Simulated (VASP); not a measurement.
# BAs (F-43m) in VASP: further runs

Runs on BAs. Level: HSE06. Tasks: single point.

Program: VASP 6.6.1. These are calculated values, not measurements. Logs are shortened: lines on timing, memory, paths and dates and some standing lists are left out, and cuts for length are marked.

## 1. The cell of the first run

Symmetry: F-43m, No. 216, cubic system. The conventional cell has a = 4.736 Å, b = 4.736 Å, c = 4.736 Å, α = 90.00°, β = 90.00°, γ = 90.00°. B (site symmetry -43m) has 4 As at 2.05 Å within 2.7 Å. Within 2.7 Å of As (site symmetry -43m) lie 4 B at 2.05 Å.

## 2. Single point, HSE06 (strain -1.0%)

Input file POSCAR:

```
BAs
1.0
    0.0000000000      2.3679489280      2.3679489280
    2.3679489280      0.0000000000      2.3679489280
    2.3679489280      2.3679489280      0.0000000000
B As
1 1
Direct
    0.0000000000      0.0000000000      0.0000000000
    0.2500000000      0.2500000000      0.2500000000
```

Input file INCAR.step1:

```
SYSTEM = BAs
PREC = Accurate
ENCUT = 520
EDIFF = 1E-5
ISMEAR = 0
SIGMA = 0.01
LREAL = .False.
LASPH = .True.
NELM = 60
ALGO = Normal
ISIF = 2
LWAVE = .True.
LCHARG = .False.
GGA = PE
NBANDS = 11
```

Input file INCAR.step2:

```
SYSTEM = BAs
PREC = Accurate
ENCUT = 520
EDIFF = 1E-6
ISMEAR = 0
SIGMA = 0.01
LREAL = .False.
LASPH = .True.
NELM = 60
ALGO = Normal
ISIF = 2
LWAVE = .False.
LCHARG = .False.
GGA = PE
LHFCALC = .True.
HFSCREEN = 0.2079
PRECFOCK = Normal
ISTART = 1
NBANDS = 11
```

Input file KPOINTS:

```
regular mesh
0
Gamma
  6 6 6
  0 0 0
```

Potentials or basis: VASP PAW PBE potentials, release 64 (B, As).

Command:

```
> cat potpaw_PBE.64/B/POTCAR potpaw_PBE.64/As/POTCAR > POTCAR
> cp INCAR.step1 INCAR
> mpirun -np 1 vasp_std > vasp.out
> cp INCAR.step2 INCAR
> mpirun -np 1 vasp_std > vasp.out
```

OUTCAR:

```text
SYSTEM = BAs
   PREC = Accurate
   ENCUT = 520
   EDIFF = 1E-6
   ISMEAR = 0
   LREAL = .False.
   LASPH = .True.
   NELM = 60
   ISIF = 2
   GGA = PE
   LHFCALC = .True.
   HFSCREEN = 0.2079
   PRECFOCK = Normal
   ISTART = 1

 ion  position               nearest neighbor table
   1  0.000  0.000  0.000-   2 2.05   2 2.05   2 2.05   2 2.05
   2  0.250  0.250  0.250-   1 2.05   1 2.05   1 2.05   1 2.05

  LATTYP: Found a face centered cubic cell.
 ALAT       =     4.7358978560

  Lattice vectors:

 A1 = (   0.0000000000,   2.3679489280,   2.3679489280)
 A2 = (   2.3679489280,   0.0000000000,   2.3679489280)
 A3 = (   2.3679489280,   2.3679489280,   0.0000000000)

Analysis of symmetry for initial positions (statically):
=====================================================================
 Subroutine PRICEL returns:
 Original cell was already a primitive cell.

 Routine SETGRP: Setting up the symmetry group for a
 face centered cubic supercell.

 Subroutine GETGRP returns: Found 24 space group operations
 (whereof 24 operations were pure point group operations)
 out of a pool of 48 trial point group operations.

The static configuration has the point symmetry T_d .

Analysis of symmetry for dynamics (positions and initial velocities):
=====================================================================
 Subroutine PRICEL returns:
 Original cell was already a primitive cell.

 Routine SETGRP: Setting up the symmetry group for a
 face centered cubic supercell.

 Subroutine GETGRP returns: Found 24 space group operations
 (whereof 24 operations were pure point group operations)
 out of a pool of 48 trial point group operations.

The dynamic configuration has the point symmetry T_d .

 Subroutine INISYM returns: Found 24 space group operations
 (whereof 24 operations are pure point group operations),
 and found     1 'primitive' translations

----------------------------------------------------------------------------------------

                                     Primitive cell

  volume of cell :      26.5550

  direct lattice vectors                    reciprocal lattice vectors
     0.000000000  2.367948928  2.367948928    -0.211153203  0.211153203  0.211153203
     2.367948928  0.000000000  2.367948928     0.211153203 -0.211153203  0.211153203
     2.367948928  2.367948928  0.000000000     0.211153203  0.211153203 -0.211153203

  length of vectors
     3.348785489  3.348785489  3.348785489     0.365728075  0.365728075  0.365728075

  position of ions in fractional coordinates (direct lattice)
     0.000000000  0.000000000  0.000000000
     0.250000000  0.250000000  0.250000000

  ion indices of the primitive-cell ions
   primitive index   ion index
                 1           1
                 2           2

----------------------------------------------------------------------------------------

 KPOINTS: regular mesh

Automatic generation of k-mesh.
 Grid dimensions read from file:
 generate k-points for:    6    6    6

 Generating k-lattice:

  Cartesian coordinates                     Fractional coordinates (reciprocal lattice)
    -0.035192200  0.035192200  0.035192200     0.166666667  0.000000000  0.000000000
     0.035192200 -0.035192200  0.035192200     0.000000000  0.166666667  0.000000000
     0.035192200  0.035192200 -0.035192200     0.000000000  0.000000000  0.166666667

  Length of vectors
     0.060954679  0.060954679  0.060954679

  Shift w.r.t. Gamma in fractional coordinates (k-lattice)
     0.000000000  0.000000000  0.000000000

 Subroutine IBZKPT returns following result:
 ===========================================

 Found     16 irreducible k-points:

 Following reciprocal coordinates:
            Coordinates               Weight
  0.000000  0.000000  0.000000      1.000000
  0.166667  0.000000  0.000000      8.000000
  0.333333  0.000000  0.000000      8.000000
  0.500000  0.000000  0.000000      4.000000
  0.166667  0.166667  0.000000      6.000000
  0.333333  0.166667  0.000000     24.000000
[... 8 lines left out ...]
 -0.333333  0.333333  0.166667     24.000000
 -0.333333  0.500000  0.166667     12.000000
   k-points           NKPTS =     16   k-points in BZ     NKDIM =    216   number of bands    NBANDS=     11
   number of dos      NEDOS =    301   number of ions     NIONS =      2
   total plane-waves  NPLWV =  21952
   dimension x,y,z NGX =    28 NGY =   28 NGZ =   28
   dimension x,y,z NGXF=    56 NGYF=   56 NGZF=   56
   ions per type =               1   1
   NGX,Y,Z   is equivalent  to a cutoff of  13.90, 13.90, 13.90 a.u.
   NGXF,Y,Z  is equivalent  to a cutoff of  27.80, 27.80, 27.80 a.u.
 SYSTEM =  BAs
   PREC   = accura    normal or accurate (medium, high low for compatibility)
   ISTART =      1    job   : 0-new  1-cont  2-samecut
   ICHARG =      0    charge: 1-file 2-atom 10-const
   ISPIN  =      1    spin polarized calculation?
   LNONCOLLINEAR =      F non collinear calculations
   LSORBIT =      F    spin-orbit coupling
   LASPH  =      T    aspherical Exc in radial PAW
   ENCUT  =  520.0 eV  38.22 Ry    6.18 a.u.   6.23  6.23  6.23*2*pi/ulx,y,z
   NELM   =     60;   NELMIN=  2; NELMDL=  0     # of ELM steps
   EDIFF  = 0.1E-05   stopping-criterion for ELM
   LREAL  =      F    real-space projection
   EDIFFG = 0.1E-04   stopping-criterion for IOM
   NSW    =      0    number of steps for IOM
   IBRION =     -1    ionic relax: 0-MD 1-quasi-New 2-CG
   NFREE  =      0    steps in history (QN), initial steepest desc. (CG)
   ISIF   =      2    stress and relaxation
   ISYM   =      3    0-nonsym 1-usesym 2-fastsym
   POTIM  = 0.5000    time-step for ionic-motion
   TEBEG  =    0.0;   TEEND  =   0.0 temperature during run
   PSTRESS=    0.0 pullay stress
   NELECT =       8.0000    total number of electrons
   NUPDOWN=      -1.0000    fix difference up-down
   EMIN   =  10.00;   EMAX   =-10.00  energy-range for DOS
   EFERMI =   0.00;   METHOD = LEGACY
   ISMEAR =     0;   SIGMA  =   0.01  broadening in eV -4-tet -1-fermi 0-gaus
   EFERMI_NEDOS =   21; number of points for ismear=-14 and -15
   IALGO  =     38    algorithm
   IMIX   =      1    mixing-type and parameters
     AMIX     =   0.40;   BMIX     =  1.00
     AMIX_MAG =   1.60;   BMIX_MAG =  1.00
  volume/ion in A,a.u.               =      13.28        89.60
  Fermi-wavevector in a.u.,A,eV,Ry     =   1.097461  2.073901 16.387143  1.204421
  Thomas-Fermi vector in A             =   2.233822
   LORBIT       =      0    0 simple, 1 ext, 2 COOP (PROOUT), +10 PAW based schemes
   GGA     = PE    functional components
   LHFCALC =     T    Hartree Fock is set to
   PRECFOCK=normal    Normal, Fast or Accurate (Low or Medium for compatibility)
   ENCUT4O =  -1.0   cutoff for four orbital integrals eV
   NKREDX  =     1    reduce k-point grid by
   NKREDY  =     1    reduce k-point grid by
   NKREDZ  =     1    reduce k-point grid by
   AEXX    =    0.2500 exact exchange contribution
   HFSCREEN=    0.2079 screening length (either q_TF or 0.3 A-1)
   HFSCREENC=   0.2079 screening length for correlation (either q_TF or 0.3 A-1)
   ENCUTFOCK=  -1.0 apply spherical cutoff to Coloumb kernel
   IVDW    =     0    specifies the selected vdW correction
   LEPSILON=     F    determine dielectric tensor
   LRPA    =     F    only Hartree local field effects (RPA)
 non-spin polarized calculation
 Gauss-broadening in eV      SIGMA  =   0.01
  energy-cutoff  :      520.00
  volume of cell :       26.56
 maximum number of plane-waves:       725
 NGX is ok and might be reduce to    28
  NGX = 20; NGY = 20; NGZ = 20

 number of electron       8.0000000 magnetization

 Free energy of the ion-electron system (eV)
  ---------------------------------------------------
  ext. energy  EPLUGINS =         0.00000000
  ---------------------------------------------------
  free energy    TOTEN  =       -13.23636139 eV

  energy without entropy =      -13.23636139  energy(sigma->0) =      -13.23636139

 E-fermi :   6.0670     XC(G=0):  -8.8471

 val. band max:        6.0028563995   @ k =   0.0000   0.0000   0.0000
 cond. band min:       7.9281628428   @ k =   0.3333   0.3333   0.0000
 fundamental gap:      1.9253064433
 Fermi energy:         6.0670271378

 k-point     1 :       0.0000    0.0000    0.0000
  band No.  band energies     occupation
      1     -11.2062      2.00000
      2       6.0029      2.00000
      3       6.0029      2.00000
      4       6.0029      2.00000
      5      10.1512      0.00000
      6      10.1512      0.00000
      7      10.1512      0.00000
      8      12.2384      0.00000
      9      16.7677      0.00000
     10      20.1650      0.00000
     11      20.1650      0.00000

 k-point     2 :       0.1667    0.0000    0.0000
  band No.  band energies     occupation
      1     -10.6948      2.00000
      2       2.7663      2.00000
      3       5.2589      2.00000
      4       5.2589      2.00000
      5      10.3221      0.00000
      6      11.1237      0.00000
      7      11.1237      0.00000
      8      14.1217      0.00000
      9      18.3108      0.00000
     10      18.3950      0.00000
     11      18.3950      0.00000

 k-point     3 :       0.3333    0.0000    0.0000
  band No.  band energies     occupation
      1      -9.2548      2.00000
      2      -1.5318      2.00000
      3       4.3163      2.00000
      4       4.3163      2.00000
      5       9.9032      0.00000
      6      11.8158      0.00000
      7      11.8158      0.00000
      8      16.0507      0.00000
      9      18.8730      0.00000
     10      19.2717      0.00000
     11      19.2717      0.00000

 k-point     4 :       0.5000    0.0000    0.0000
  band No.  band energies     occupation
      1      -7.9125      2.00000
      2      -3.8986      2.00000
      3       3.9668      2.00000
      4       3.9668      2.00000
      5       9.7309      0.00000
      6      11.7275      0.00000
      7      11.7275      0.00000
      8      16.0703      0.00000
      9      20.2997      0.00000
     10      22.1515      0.00000
     11      22.1515      0.00000

 k-point     5 :       0.1667    0.1667    0.0000
  band No.  band energies     occupation
      1     -10.5223      2.00000
      2       3.5564      2.00000
      3       4.1125      2.00000
      4       4.1125      2.00000
      5       9.0140      0.00000
      6      12.7534      0.00000
      7      12.7534      0.00000
      8      12.9410      0.00000
      9      16.9033      0.00000
     10      19.1765      0.00000
     11      20.8773      0.00000
[... 99 lines left out ...]
 k-point    13 :       0.5000    0.5000    0.0000
  band No.  band energies     occupation
      1      -6.3616      2.00000
      2      -3.6355      2.00000
      3       1.4232      2.00000
      4       1.4232      2.00000
      5       8.0463      0.00000
      6       8.1269      0.00000
      7      19.2058      0.00000
      8      19.2058      0.00000
      9      20.6956      0.00000
     10      25.2723      0.00000
     11      25.3509      0.00000

 k-point    14 :       0.5000    0.3333    0.1667
  band No.  band energies     occupation
      1      -8.0147      2.00000
      2      -1.5360      2.00000
      3       0.5608      2.00000
      4       2.4220      2.00000
      5      10.6886      0.00000
      6      12.1928      0.00000
      7      13.0128      0.00000
      8      16.5437      0.00000
      9      18.9646      0.00000
     10      21.2048      0.00000
     11      23.9224      0.00000

 k-point    15 :      -0.3333    0.3333    0.1667
  band No.  band energies     occupation
      1      -6.7973      2.00000
      2      -3.0654      2.00000
      3      -0.0443      2.00000
      4       1.6888      2.00000
      5      11.2581      0.00000
      6      12.2979      0.00000
      7      14.8686      0.00000
      8      16.2324      0.00000
      9      17.6208      0.00000
     10      22.0423      0.00000
     11      24.1440      0.00000

 k-point    16 :      -0.3333    0.5000    0.1667
  band No.  band energies     occupation
      1      -6.2156      2.00000
      2      -3.2723      2.00000
      3       0.2401      2.00000
      4       0.4532      2.00000
      5      10.6049      0.00000
      6      10.9337      0.00000
      7      16.0760      0.00000
      8      16.3205      0.00000
      9      20.0429      0.00000
     10      23.4093      0.00000
     11      23.4904      0.00000

------------------------ aborting loop because EDIFF is reached ----------------------------------------

  FORCE on cell =-STRESS in cart. coord.  units (eV):
  Direction    XX          YY          ZZ          XY          YZ          ZX
  --------------------------------------------------------------------------------------
  -------------------------------------------------------------------------------------
  Total        0.5637369      0.5637369      0.5637369     -0.0000000     -0.0000000     -0.0000000
  in kB       34.0126158     34.0126158     34.0126158     -0.0000000     -0.0000000     -0.0000000
  external PRESSURE =      34.0126158 kB  Pullay stress =       0.0000000 kB

 VOLUME and BASIS-vectors are now :
 -----------------------------------------------------------------------------
  energy-cutoff  :      520.00
  volume of cell :       26.56
      direct lattice vectors                 reciprocal lattice vectors
     0.000000000  2.367948928  2.367948928    -0.211153203  0.211153203  0.211153203
     2.367948928  0.000000000  2.367948928     0.211153203 -0.211153203  0.211153203
     2.367948928  2.367948928  0.000000000     0.211153203  0.211153203 -0.211153203

 POSITION                                       TOTAL-FORCE (eV/Angst)
 -----------------------------------------------------------------------------------
      0.00000      0.00000      0.00000        -0.000000     -0.000000     -0.000000
      1.18397      1.18397      1.18397         0.000000      0.000000      0.000000
 -----------------------------------------------------------------------------------
    total drift:                               -0.000000     -0.000000     -0.000000

  FREE ENERGIE OF THE ION-ELECTRON SYSTEM (eV)
  ---------------------------------------------------
  free  energy   TOTEN  =       -13.2363613906 eV

  energy  without entropy=      -13.2363613906  energy(sigma->0) =      -13.23636139
```

It took 6.9 min on 1 thread of AMD EPYC 7R13 (Zen 3), shared host; peak memory 0.24 GiB.

Results:

* Free energy: -13.2364 eV
* Pressure: 3.4 GPa
* Band gap on the k mesh: 1.93 eV (least direct gap 4.15 eV)

Caveat: the cell differs from its parent crystal (strain -1.0%); the cell stands under pressure; the PAW data sets were made with another functional, which shifts forces and pressure a little.

## 3. Single point, HSE06 (strain +1.0%)

Input file POSCAR:

```
BAs
1.0
    0.0000000000      2.4157862801      2.4157862801
    2.4157862801      0.0000000000      2.4157862801
    2.4157862801      2.4157862801      0.0000000000
B As
1 1
Direct
    0.0000000000      0.0000000000      0.0000000000
    0.2500000000      0.2500000000      0.2500000000
```

Input file INCAR.step1:

```
  PREC = Accurate
  ENCUT = 520
  EDIFF = 1E-5
  ISMEAR = 0
  SIGMA = 0.01
  LREAL = F
  LASPH = T
  NELM = 100
  ALGO = Normal
  ISIF = 2
  LWAVE = T
  LCHARG = F
  GGA = PE
  NBANDS = 11
```

Input file INCAR.step2:

```
  PREC = Accurate
  ENCUT = 520
  EDIFF = 1E-6
  ISMEAR = 0
  SIGMA = 0.01
  LREAL = F
  LASPH = T
  NELM = 100
  ALGO = Normal
  ISIF = 2
  LWAVE = F
  LCHARG = F
  GGA = PE
  LHFCALC = T
  HFSCREEN = 0.2079
  PRECFOCK = Normal
  ISTART = 1
  NBANDS = 11
```

Input file KPOINTS:

```
Automatic mesh
0
Gamma
  6 6 6
```

Potentials or basis: VASP PAW PBE potentials, release 64 (B, As).

Command:

```
> cat potpaw_PBE.64/B/POTCAR potpaw_PBE.64/As/POTCAR > POTCAR
> cp INCAR.step1 INCAR
> mpirun -np 1 vasp_std > vasp.out
> cp INCAR.step2 INCAR
> mpirun -np 1 vasp_std > vasp.out
```

Wall time 6.7 min (1 thread of AMD EPYC 7R13 (Zen 3), shared host); peak memory 0.24 GiB.

The run converged. Its results:

- Free energy: -13.2255 eV
- Pressure: -5.2 GPa
- Band gap on the k mesh: 1.97 eV (least direct gap 4.07 eV)

Levels at points of the mesh, in eV from the valence-band top:
| k point | band 1 | band 2 | band 3 | band 4 | band 5 | band 6 | band 7 | band 8 | band 9 |
| --- | --- | --- | --- | --- | --- | --- | --- | --- | --- |
| (0.00, 0.00, 0.00) | -16.62 | 0.00 | 0.00 | 0.00 | 4.07 | 4.07 | 4.07 | 5.41 | 10.45 |
| (0.50, 0.00, 0.00) | -13.56 | -9.43 | -1.92 | -1.92 | 3.35 | 5.65 | 5.65 | 9.95 | 13.81 |
| (0.50, 0.50, 0.00) | -12.12 | -9.28 | -4.31 | -4.31 | 2.12 | 2.18 | 12.60 | 12.60 | 14.11 |

Caveat: the cell differs from its parent crystal (strain +1.0%); the cell stands under tension; the PAW data sets were made with another functional, which shifts forces and pressure a little. A k mesh can miss the band edges.
